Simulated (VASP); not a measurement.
The system is PtS2.

```
CELL_PARAMETERS angstrom
3.54874 0.00000 0.00000
-1.77437 3.07330 0.00000
0.00000 0.00000 5.59707
ATOMIC_POSITIONS crystal
Pt 0.00000 0.00000 0.00000
S 0.66667 0.33333 0.77966
S 0.33333 0.66667 0.22034
```

| Item | Value |
| --- | --- |
| Program | VASP 6.6.1 |
| Task | relaxation of cell and atoms |
| Functional | PBE |
| Dispersion | D3(BJ) |
| Potentials or basis | VASP PAW PBE potentials, release 64 (Pt, S) |
| Cutoff | 500 eV |
| k mesh | 12 × 12 × 4 |
| Occupations | fermi-dirac, width 0.02 eV |
| Spin | no spin polarisation |

At the start: pressure -1.2 GPa; volume 20.35 Å³/atom.

**Question.** Where does the relaxation end?

**Answer.** Over 24 steps the energy falls by 33.3 meV/atom and the volume is 17.26 Å³/atom (-15.2 %); space group P-3m1 (No. 164, to 0.05 Å).

Step by step:
| step | energy change (eV) | largest force (eV/Å) | pressure (GPa) | volume (Å³) |
| --- | --- | --- | --- | --- |
| 1 | 0.0000 | 0.0583 | -1.18 | 61.04 |
| 2 | -0.0043 | 0.3354 | 1.15 | 59.72 |
| 3 | -0.0047 | 0.2686 | 0.57 | 60.03 |
| 4 | -0.0102 | 0.2744 | 0.56 | 59.69 |
| 5 | -0.0259 | 0.2948 | 0.59 | 58.67 |
| 6 | -0.0534 | 0.3499 | 0.84 | 56.60 |
| 7 | -0.0800 | 0.5075 | 2.37 | 52.35 |
| 8 | -0.0905 | 0.3050 | 0.65 | 52.37 |
| 9 | -0.0931 | 0.1199 | -0.92 | 52.39 |
| 10 | -0.0931 | 0.1454 | -0.71 | 52.39 |
| 11 | -0.0954 | 0.1152 | -0.59 | 52.23 |
| 12 | -0.0994 | 0.0238 | -0.22 | 51.75 |
| 13 | -0.0997 | 0.0121 | -0.07 | 51.57 |
| 14 | -0.0997 | 0.0089 | -0.08 | 51.59 |
| 15 | -0.0997 | 0.0039 | 0.05 | 51.57 |
| 16 | -0.0998 | 0.0095 | 0.10 | 51.57 |
| 17 | -0.0998 | 0.0052 | 0.07 | 51.60 |
| 18 | -0.0999 | 0.0078 | -0.01 | 51.70 |
| 19 | -0.0998 | 0.0335 | -0.17 | 51.89 |
| 20 | -0.0999 | 0.0158 | -0.06 | 51.76 |
| 21 | -0.0999 | 0.0022 | 0.09 | 51.76 |
| 22 | -0.0999 | 0.0070 | 0.03 | 51.76 |
| 23 | -0.0999 | 0.0076 | 0.03 | 51.76 |
| 24 | -0.0999 | 0.0045 | 0.02 | 51.78 |

Final structure:
```
Pt S
1.0
     3.57827    0.00000    0.00000
    -1.78913    3.09887    0.00000
     0.00000    0.00000    4.66991
Pt S
1 2
Direct
  0.00000 0.00000 0.00000
  0.66667 0.33333 0.74176
  0.33333 0.66667 0.25824
```

Caveat: the volume moved by over 15 % at a fixed basis, so the end points are rough.
